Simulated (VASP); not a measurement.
# Re (Fm-3m) in VASP: a series of runs

Runs on Re. Level: r2SCAN. Tasks: relaxation of cell and atoms, single point.

Program: VASP 6.6.1. These are calculated values, not measurements. Logs are shortened: lines on timing, memory, paths and dates and some standing lists are left out, and cuts for length are marked.

## 1. The cell of the first run

Symmetry: Fm-3m, No. 225, cubic system. Conventional cell: a = 3.892 Å, b = 3.892 Å, c = 3.892 Å, α = 90.00°, β = 90.00°, γ = 90.00°. Within 3.6 Å of Re (site symmetry m-3m) lie 12 Re at 2.75 Å.

## 2. Relaxation of cell and atoms, r2SCAN

Input file POSCAR:

```
Re
1.0
    0.0000000000      1.9458331826      1.9458331826
    1.9458331826      0.0000000000      1.9458331826
    1.9458331826      1.9458331826      0.0000000000
Re
1
Direct
    0.0000000000      0.0000000000      0.0000000000
```

Input file INCAR.step1:

```
SYSTEM = Re
ALGO     = Normal         ! electronic algorithm
EDIFF    = 1E-4           ! SCF threshold, eV
ENCUT    = 600            ! plane-wave cutoff, eV
GGA      = PE             ! functional
ISMEAR   = 1              ! smearing method
LASPH    = .TRUE.         ! aspherical terms in the spheres
LCHARG   = .FALSE.        ! write CHGCAR
LREAL    = .FALSE.        ! projectors in reciprocal space
LWAVE    = .TRUE.         ! write WAVECAR
NELM     = 60             ! most SCF steps
PREC     = Accurate       ! precision mode
SIGMA    = 0.05           ! smearing width, eV
```

Input file INCAR.step2:

```
SYSTEM = Re
ALGO     = Normal         ! electronic algorithm
EDIFF    = 1E-6           ! SCF threshold, eV
EDIFFG   = -0.01          ! ionic threshold
ENCUT    = 600            ! plane-wave cutoff, eV
IBRION   = 2              ! ionic algorithm
ISIF     = 3              ! what is computed and relaxed
ISMEAR   = 1              ! smearing method
ISTART   = 1            
LASPH    = .TRUE.         ! aspherical terms in the spheres
LCHARG   = .FALSE.        ! write CHGCAR
LMIXTAU  = .TRUE.       
LREAL    = .FALSE.        ! projectors in reciprocal space
LWAVE    = .FALSE.        ! write WAVECAR
METAGGA  = R2SCAN         ! meta-GGA
NELM     = 60             ! most SCF steps
NSW      = 80             ! ionic steps
PREC     = Accurate       ! precision mode
SIGMA    = 0.05           ! smearing width, eV
```

Input file KPOINTS:

```
k-points
0
G
  11 11 11
  0 0 0
```

Potentials or basis: VASP PAW PBE potentials, release 64 (Re).

The run is started by

```
$ cat potpaw_PBE.64/Re/POTCAR > POTCAR
$ cp INCAR.step1 INCAR
$ mpirun -np 1 vasp_std > vasp.out
$ cp INCAR.step2 INCAR
$ mpirun -np 1 vasp_std > vasp.out
```

OUTCAR:

```text
SYSTEM = Re
   EDIFF = 1E-6
   EDIFFG = -0.01
   ENCUT = 600
   IBRION = 2
   ISIF = 3
   ISMEAR = 1
   ISTART = 1
   LASPH = .TRUE.
   LREAL = .FALSE.
   METAGGA = R2SCAN
   NELM = 60
   NSW = 80
   PREC = Accurate

 ion  position               nearest neighbor table
   1  0.000  0.000  0.000-

  LATTYP: Found a face centered cubic cell.
 ALAT       =     3.8916663652

  Lattice vectors:

 A1 = (   0.0000000000,   1.9458331826,   1.9458331826)
 A2 = (   1.9458331826,   0.0000000000,   1.9458331826)
 A3 = (   1.9458331826,   1.9458331826,   0.0000000000)

Analysis of symmetry for initial positions (statically):
=====================================================================
 Subroutine PRICEL returns:
 Original cell was already a primitive cell.

 Routine SETGRP: Setting up the symmetry group for a
 face centered cubic supercell.

 Subroutine GETGRP returns: Found 48 space group operations
 (whereof 48 operations were pure point group operations)
 out of a pool of 48 trial point group operations.

The static configuration has the point symmetry O_h .

Analysis of symmetry for dynamics (positions and initial velocities):
=====================================================================
 Subroutine PRICEL returns:
 Original cell was already a primitive cell.

 Routine SETGRP: Setting up the symmetry group for a
 face centered cubic supercell.

 Subroutine GETGRP returns: Found 48 space group operations
 (whereof 48 operations were pure point group operations)
 out of a pool of 48 trial point group operations.

The dynamic configuration has the point symmetry O_h .

 Subroutine INISYM returns: Found 48 space group operations
 (whereof 48 operations are pure point group operations),
 and found     1 'primitive' translations

----------------------------------------------------------------------------------------

                                     Primitive cell

  volume of cell :      14.7349

  direct lattice vectors                    reciprocal lattice vectors
     0.000000000  1.945833183  1.945833183    -0.256959335  0.256959335  0.256959335
     1.945833183  0.000000000  1.945833183     0.256959335 -0.256959335  0.256959335
     1.945833183  1.945833183  0.000000000     0.256959335  0.256959335 -0.256959335

  length of vectors
     2.751823677  2.751823677  2.751823677     0.445066623  0.445066623  0.445066623

  position of ions in fractional coordinates (direct lattice)
     0.000000000  0.000000000  0.000000000

  ion indices of the primitive-cell ions
   primitive index   ion index
                 1           1

----------------------------------------------------------------------------------------

 KPOINTS: k-points

Automatic generation of k-mesh.
 Grid dimensions read from file:
 generate k-points for:   11   11   11

 Generating k-lattice:

  Cartesian coordinates                     Fractional coordinates (reciprocal lattice)
    -0.023359940  0.023359940  0.023359940     0.090909091  0.000000000  0.000000000
     0.023359940 -0.023359940  0.023359940     0.000000000  0.090909091  0.000000000
     0.023359940  0.023359940 -0.023359940     0.000000000  0.000000000  0.090909091

  Length of vectors
     0.040460602  0.040460602  0.040460602

  Shift w.r.t. Gamma in fractional coordinates (k-lattice)
     0.000000000  0.000000000  0.000000000

 Subroutine IBZKPT returns following result:
 ===========================================

 Found     56 irreducible k-points:

 Following reciprocal coordinates:
            Coordinates               Weight
  0.000000  0.000000  0.000000      1.000000
  0.090909  0.000000  0.000000      8.000000
  0.181818  0.000000  0.000000      8.000000
  0.272727  0.000000  0.000000      8.000000
  0.363636  0.000000  0.000000      8.000000
  0.454545  0.000000  0.000000      8.000000
[... 16 lines left out ...]
 -0.272727  0.181818  0.000000     24.000000
 -0.181818  0.181818  0.000000     12.000000
 [... further k-points ...]
   k-points           NKPTS =     56   k-points in BZ     NKDIM =     56   number of bands    NBANDS=      7
   number of dos      NEDOS =    301   number of ions     NIONS =      1
   total plane-waves  NPLWV =  13824
   dimension x,y,z NGX =    24 NGY =   24 NGZ =   24
   dimension x,y,z NGXF=    48 NGYF=   48 NGZF=   48
   ions per type =               1
   NGX,Y,Z   is equivalent  to a cutoff of  14.50, 14.50, 14.50 a.u.
   NGXF,Y,Z  is equivalent  to a cutoff of  29.00, 29.00, 29.00 a.u.
 SYSTEM =  Re
   PREC   = accura    normal or accurate (medium, high low for compatibility)
   ISTART =      1    job   : 0-new  1-cont  2-samecut
   ICHARG =      0    charge: 1-file 2-atom 10-const
   ISPIN  =      1    spin polarized calculation?
   LNONCOLLINEAR =      F non collinear calculations
   LSORBIT =      F    spin-orbit coupling
   LASPH  =      T    aspherical Exc in radial PAW
   ENCUT  =  600.0 eV  44.10 Ry    6.64 a.u.   5.50  5.50  5.50*2*pi/ulx,y,z
   NELM   =     60;   NELMIN=  2; NELMDL=  0     # of ELM steps
   EDIFF  = 0.1E-05   stopping-criterion for ELM
   LREAL  =      F    real-space projection
   EDIFFG = -.1E-01   stopping-criterion for IOM
   NSW    =     80    number of steps for IOM
   IBRION =      2    ionic relax: 0-MD 1-quasi-New 2-CG
   NFREE  =      1    steps in history (QN), initial steepest desc. (CG)
   ISIF   =      3    stress and relaxation
   ISYM   =      2    0-nonsym 1-usesym 2-fastsym
   POTIM  = 0.5000    time-step for ionic-motion
   TEBEG  =    0.0;   TEEND  =   0.0 temperature during run
   PSTRESS=    0.0 pullay stress
   NELECT =       7.0000    total number of electrons
   NUPDOWN=      -1.0000    fix difference up-down
   EMIN   =  10.00;   EMAX   =-10.00  energy-range for DOS
   EFERMI =   0.00;   METHOD = LEGACY
   ISMEAR =     1;   SIGMA  =   0.05  broadening in eV -4-tet -1-fermi 0-gaus
   EFERMI_NEDOS =   21; number of points for ismear=-14 and -15
   IALGO  =     38    algorithm
   IMIX   =      4    mixing-type and parameters
     AMIX     =   0.40;   BMIX     =  1.00
     AMIX_MAG =   1.60;   BMIX_MAG =  1.00
  volume/ion in A,a.u.               =      14.73        99.44
  Fermi-wavevector in a.u.,A,eV,Ry     =   1.277395  2.413927 22.201146  1.631738
  Thomas-Fermi vector in A             =   2.409997
   LORBIT       =      0    0 simple, 1 ext, 2 COOP (PROOUT), +10 PAW based schemes
   METAGGA = R2SCAN    functional components
   LHFCALC =     F    Hartree Fock is set to
   AEXX    =    0.0000 exact exchange contribution
   IVDW    =     0    specifies the selected vdW correction
   LEPSILON=     F    determine dielectric tensor
   LRPA    =     F    only Hartree local field effects (RPA)
 conjugate gradient relaxation of ions
 non-spin polarized calculation
 Methfessel and Paxton  Order N= 1 SIGMA  =   0.05
  energy-cutoff  :      600.00
  volume of cell :       14.73
 maximum number of plane-waves:       531
 NGX is ok and might be reduce to    24
   NGX = 11   NGY = 11   NGZ = 11

 number of electron       7.0000000 magnetization

 Free energy of the ion-electron system (eV)
  ---------------------------------------------------
  ext. energy  EPLUGINS =         0.00000000
  ---------------------------------------------------
  free energy    TOTEN  =       -52.39300063 eV

  energy without entropy =      -52.39246360  energy(sigma->0) =      -52.39282162

 E-fermi :   8.0304     XC(G=0): -14.9840

 val. band max:        8.0132157255   @ k =   0.3636   0.3636   0.0000
 cond. band min:       8.0361617581   @ k =   0.2727   0.1818   0.0909
 fundamental gap:      0.0229460325
 Fermi energy:         8.0303531374

 k-point     1 :       0.0000    0.0000    0.0000
  band No.  band energies     occupation
      1      -2.6727      2.00000
      2       5.9463      2.00000
      3       5.9463      2.00000
      4       5.9463      2.00000
      5       9.3475      0.00000
      6       9.3475      0.00000
      7      22.4684      0.00000

 k-point     2 :       0.0909    0.0000    0.0000
  band No.  band energies     occupation
      1      -2.2754      2.00000
      2       5.6807      2.00000
      3       6.1261      2.00000
      4       6.1261      2.00000
      5       9.2089      0.00000
      6       9.2089      0.00000
      7      23.2274      0.00000

 k-point     3 :       0.1818    0.0000    0.0000
  band No.  band energies     occupation
      1      -1.2123      2.00000
      2       5.1719      2.00000
      3       6.4523      2.00000
      4       6.4523      2.00000
      5       9.1039      0.00000
      6       9.1039      0.00000
      7      23.9954      0.00000

 k-point     4 :       0.2727    0.0000    0.0000
  band No.  band energies     occupation
      1       0.0234      2.00000
      2       5.1281      2.00000
      3       6.4059      2.00000
      4       6.4059      2.00000
      5       9.6946      0.00000
      6       9.6946      0.00000
      7      22.0744      0.00000

 k-point     5 :       0.3636    0.0000    0.0000
  band No.  band energies     occupation
      1       0.6586      2.00000
      2       6.0658      2.00000
      3       6.0658      2.00000
      4       6.2460      2.00000
      5      10.8473      0.00000
      6      10.8473      0.00000
      7      20.3080      0.00000
[... 161 lines left out ...]
 k-point    22 :      -0.3636    0.1818    0.0000
  band No.  band energies     occupation
      1       2.0633      2.00000
      2       4.6809      2.00000
      3       5.8549      2.00000
      4       6.9472      2.00000
      5      10.5235      0.00000
      6      14.1682      0.00000
      7      19.2450      0.00000

 k-point    23 :      -0.2727    0.1818    0.0000
  band No.  band energies     occupation
      1       1.8872      2.00000
      2       4.6645      2.00000
      3       5.2625      2.00000
      4       7.1880      2.00000
      5       8.9991     -0.00000
      6      13.0561      0.00000
      7      21.8440      0.00000

 k-point    24 :      -0.1818    0.1818    0.0000
  band No.  band energies     occupation
      1       0.8119      2.00000
      2       4.3849      2.00000
      3       5.9889      2.00000
      4       7.6612      2.00000
      5       7.7032      2.00000
      6      11.4810      0.00000
      7      23.5900      0.00000

 [... further k-points ...]
[... 5 lines left out ...]
  --------------------------------------------------------------------------------------
  -------------------------------------------------------------------------------------
  Total        0.0089519      0.0089519      0.0089519      0.0000000     -0.0000000      0.0000000
  in kB        0.9733716      0.9733716      0.9733716      0.0000000     -0.0000000      0.0000000
  external PRESSURE =       0.9733716 kB  Pullay stress =       0.0000000 kB

 VOLUME and BASIS-vectors are now :
 -----------------------------------------------------------------------------
  energy-cutoff  :      600.00
  volume of cell :       14.73
      direct lattice vectors                 reciprocal lattice vectors
     0.000000000  1.945833183  1.945833183    -0.256959335  0.256959335  0.256959335
     1.945833183  0.000000000  1.945833183     0.256959335 -0.256959335  0.256959335
     1.945833183  1.945833183  0.000000000     0.256959335  0.256959335 -0.256959335

 POSITION                                       TOTAL-FORCE (eV/Angst)
 -----------------------------------------------------------------------------------
      0.00000      0.00000      0.00000        -0.000000      0.000000     -0.000000
 -----------------------------------------------------------------------------------
    total drift:                               -0.000000      0.000000     -0.000000

  FREE ENERGIE OF THE ION-ELECTRON SYSTEM (eV)
  ---------------------------------------------------
  free  energy   TOTEN  =       -52.3930006275 eV

  energy  without entropy=      -52.3924635952  energy(sigma->0) =      -52.39282162

 reached required accuracy - stopping structural energy minimisation
```

It took 11 s on 1 thread of Intel Xeon 6975P-C (Granite Rapids), shared host; peak memory 0.14 GiB.

What came out:

| Quantity | Value |
| --- | --- |
| Free energy | -52.3930 eV |
| Pressure after relaxing | 0.1 GPa |

Final structure:
```cif
data_structure
_symmetry_space_group_name_H-M 'P 1'
_symmetry_Int_Tables_number 1
_cell_length_a 2.7518
_cell_length_b 2.7518
_cell_length_c 2.7518
_cell_angle_alpha 60.000
_cell_angle_beta 60.000
_cell_angle_gamma 60.000
_cell_volume 14.73
loop_
_atom_site_label
_atom_site_type_symbol
_atom_site_fract_x
_atom_site_fract_y
_atom_site_fract_z
_atom_site_occupancy
Re1 Re 0.00000 0.00000 0.00000 1
```

Levels at points of the mesh, in eV from the Fermi level:
```csv
k point,band 2,band 3,band 4,band 5,band 6,band 7
"(0.00, 0.00, 0.00)",-2.08,-2.08,-2.08,1.32,1.32,14.44
```

Caveat: the relaxation stopped at its first step, so nothing moved; the PAW data sets were made with another functional, which shifts forces and pressure a little; spin-orbit coupling is left out, which moves the levels of the heavy elements.

(Part 1 of 2 ends here.)
